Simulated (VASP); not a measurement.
Crystal: Mg2I.

```xyz
3
Lattice="0.0000 3.3930 3.3930 3.3930 0.0000 3.3930 3.3930 3.3930 0.0000" Properties=species:S:1:pos:R:3 pbc="T T T"
Mg    1.6965    1.6965    1.6965
Mg    5.0895    5.0895    5.0895
I     0.0000    0.0000    0.0000
```

```yaml
Program: VASP 6.6.1
Task: relaxation of cell and atoms
Functional: PBE
Potentials_or_basis: VASP PAW PBE potentials, release 64 (Mg, I)
Cutoff: 600 eV
k_mesh: 4 × 4 × 4
Occupations: gaussian, width 0.1 eV
Spin: no spin polarisation
```

At the start: pressure 8.4 GPa; volume 26.04 Å³/atom.

How do energy, volume and symmetry change on relaxing?

Over 4 steps the energy falls by 271.8 meV/atom and the volume is 39.30 Å³/atom (+50.9 %); space group Fm-3m (No. 225, to 0.1 Å) before and after.

The path:
| step | energy change (eV) | largest force (eV/Å) | pressure (GPa) | volume (Å³) |
| --- | --- | --- | --- | --- |
| 1 | 0.0000 | 0.0000 | 8.37 | 78.12 |
| 2 | -0.5622 | 0.0000 | 3.65 | 94.54 |
| 3 | -0.8128 | 0.0000 | 0.30 | 115.39 |
| 4 | -0.8153 | 0.0000 | 0.01 | 117.91 |

Final structure:
```
Mg I
1.0
     0.00000    3.89203    3.89203
     3.89203    0.00000    3.89203
     3.89203    3.89203    0.00000
Mg I
2 1
Direct
  0.25000 0.25000 0.25000
  0.75000 0.75000 0.75000
  0.00000 0.00000 0.00000
```

Caveat: the k points lie up to 0.35 Å⁻¹ apart in the final cell, too coarse for converged energies and pressures of a metal; the volume moved by over 15 % at a fixed basis, so the end points are rough; an odd number of electrons without spin polarisation forces a metal; a magnetic or distorted state may lie lower.
